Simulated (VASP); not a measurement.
Input of a VASP 6.6.1 run:

The input INCAR:

```
SYSTEM = C
PREC = Accurate
ENCUT = 910
EDIFF = 1E-6
ISMEAR = 0
SIGMA = 0.1
LREAL = .FALSE.
LASPH = .TRUE.
NELM = 120
ALGO = Normal
ISIF = 2
LWAVE = .FALSE.
LCHARG = .FALSE.
GGA = PS
NBANDS = 11
GGA_COMPAT = .FALSE.
```

File KPOINTS:

```
regular mesh
0
G
  8 8 8
  0 0 0
```

Contents of POSCAR:

```
C
1.0
    0.0000000000      1.7769267971      1.7769267971
    1.7769267971      0.0000000000      1.7769267971
    1.7769267971      1.7769267971      0.0000000000
C
2
Direct
    0.0000000000      0.0000000000      0.0000000000
    0.2500000000      0.2500000000      0.2500000000
```

Potentials or basis: VASP PAW PBE potentials, release 64 (C_h).

Run with:

```console
$ cat potpaw_PBE.64/C_h/POTCAR > POTCAR
$ mpirun -np 1 vasp_std > vasp.out
```

What does it give for the pressure?

0.0 GPa.

Predict the band gap on the k mesh.

4.03 eV, indirect (least direct gap 5.57 eV).

Caveat: the cutoff is under 1.25 times the usual one of these potentials, so pressure, stress and relaxed cells hold a basis-set (Pulay) error; the PAW data sets were made with another functional, which shifts forces and pressure a little. A k mesh can miss the band edges.
